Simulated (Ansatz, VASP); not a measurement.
**BaHfO3 in VASP and in Ansatz**

The input INCAR:

```
SYSTEM = BaHfO3
PREC = Accurate
ENCUT = 600
EDIFF = 1E-6
ISMEAR = 0
SIGMA = 0.02
LREAL = .False.
LASPH = .True.
NELM = 120
ALGO = Normal
ISIF = 2
LWAVE = .False.
LCHARG = .False.
GGA = PS
NBANDS = 27
GGA_COMPAT = .False.
```

KPOINTS

```
regular mesh
0
Gamma
  6 6 6
  0 0 0
```

The input POSCAR:

```
BaHfO3
1.0
    4.1650569256      0.0000000000      0.0000000000
    0.0000000000      4.1650569256      0.0000000000
    0.0000000000      0.0000000000      4.1650569256
Ba Hf O
1 1 3
Direct
    0.0000000000      0.0000000000      0.0000000000
    0.5000000000      0.5000000000      0.5000000000
    0.5000000000      0.5000000000      0.0000000000
    0.0000000000      0.5000000000      0.5000000000
    0.5000000000      0.0000000000      0.5000000000
```

Input for Ansatz:

```yaml
crystal:
  lattice:
    - [4.1650569256, 0.0, 0.0]
    - [0.0, 4.1650569256, 0.0]
    - [0.0, 0.0, 4.1650569256]
  atoms:
    - { symbol: Ba, position: [0.0, 0.0, 0.0] }
    - { symbol: Hf, position: [0.5, 0.5, 0.5] }
    - { symbol: O, position: [0.5, 0.5, 0.0] }
    - { symbol: O, position: [0.0, 0.5, 0.5] }
    - { symbol: O, position: [0.5, 0.0, 0.5] }
basis:
  ecutwfc: 420
kpoints:
  mp_grid: { grid: [6, 6, 6] }
  band_path:
    path:
      - [[0.0, 0.0, 0.0], [0.0, 0.5, 0.0], [0.5, 0.5, 0.0], [0.0, 0.0, 0.0], [0.5, 0.5, 0.5], [0.0, 0.5, 0.0]]
      - [[0.5, 0.5, 0.5], [0.5, 0.5, 0.0]]
    npoints: 10
hamiltonian:
  xc: pbesol
  pseudopotentials: { kind: paw, azcp: { folder: soft_1 } }
scf:
  occupations: { method: gaussian, width: 0.02 }
  n_extra_bands: 8
output:
  forces: true
  stress: true
  eigenvalues: true
  write_density: true
  write_potential: true
  elf: true
  volumetric_format: npy
```

Alike in both runs: task single point; functional PBEsol; k mesh 6 × 6 × 6; occupations gaussian, width 0.02 eV; no spin polarisation.

```csv
,VASP,Ansatz
version,VASP 6.6.1,Ansatz 0.2.0
potentials or method,"VASP PAW PBE potentials, release 64 (Ba_sv, Hf_pv, O), cutoff 600 eV","scalar-relativistic, plane waves, PAW"
valence electrons in the cell,38,54
```

VASP gave:

| Property | Result |
| --- | --- |
| gap on the k mesh at the Fermi level (eV) | 3.49 |
| least direct gap on the mesh (eV) | 3.70 |
| pressure (GPa) | -1.4 |

Q: Estimate Ansatz's values.

A: gap on the k mesh at the Fermi level (eV): 3.58; least direct gap on the mesh (eV): 3.67; pressure (GPa): -0.8.

VASP's potentials were made for PBE, not for PBEsol, and Ansatz warns of the same on its side. VASP's potentials hold 38 valence electrons a cell and Ansatz's 54, so a difference there can come from the potentials and not from the codes.

Spin-orbit coupling is off throughout.
